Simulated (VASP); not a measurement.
Write the native input for VASP 6.6.1 that does the following.

* Task: single point
* Functional: PBE
* Potentials or basis: VASP PAW PBE potentials, release 64 (Ti_sv, Sn_d, Te)
* Cutoff: 520 eV
* k mesh: 6 × 6 × 4
* Occupations: gaussian, width 0.1 eV
* Spin: no spin polarisation
* Dipole correction: no
* Further INCAR settings: ALGO = Normal; EDIFF = 1e-06; NBANDS = 30

The structure of TiSnTe3 lies in POSCAR:

```
TiSnTe3
1.0
    5.3813328400      0.0000000000      0.0000000000
   -2.6906664200      4.6603709400      0.0000000000
    0.0000000000      0.0000000000      7.1539287900
Ti Sn Te
1 1 3
Direct
    0.0000000000      0.0000000000      0.0000000000
    0.0000000000      0.0000000000      0.5000000000
    0.5000000000      0.0000000000      0.0000000000
    0.0000000000      0.5000000000      0.0000000000
    0.5000000000      0.5000000000      0.0000000000
```

These files were run (other wordings do the same):

INCAR

```
ALGO = Normal
EDIFF = 1E-6
ENCUT = 520
GGA = PE
ISIF = 2
ISMEAR = 0
LASPH = True
LCHARG = False
LREAL = False
LWAVE = False
NBANDS = 30
NELM = 100
PREC = Accurate
SIGMA = 0.1
```

KPOINTS

```
k-points
0
Gamma
  6 6 4
```

Potentials or basis: VASP PAW PBE potentials, release 64 (Ti_sv, Sn_d, Te).

The run is started by

```sh
$ cat potpaw_PBE.64/Ti_sv/POTCAR potpaw_PBE.64/Sn_d/POTCAR potpaw_PBE.64/Te/POTCAR > POTCAR
$ mpirun -np 1 vasp_std > vasp.out
```

Results of the run:

* Pressure: 16.0 GPa
* Band gap on the k mesh: zero (band 22 reaches 5.35 eV, above the bottom of band 23 at 4.77 eV)

Caveat: spin-orbit coupling is left out, which moves the levels of the heavy elements.

Run time: 2.6 min on 1 thread of Intel Xeon 6975P-C, with other jobs on the host, peak memory 0.35 GiB.
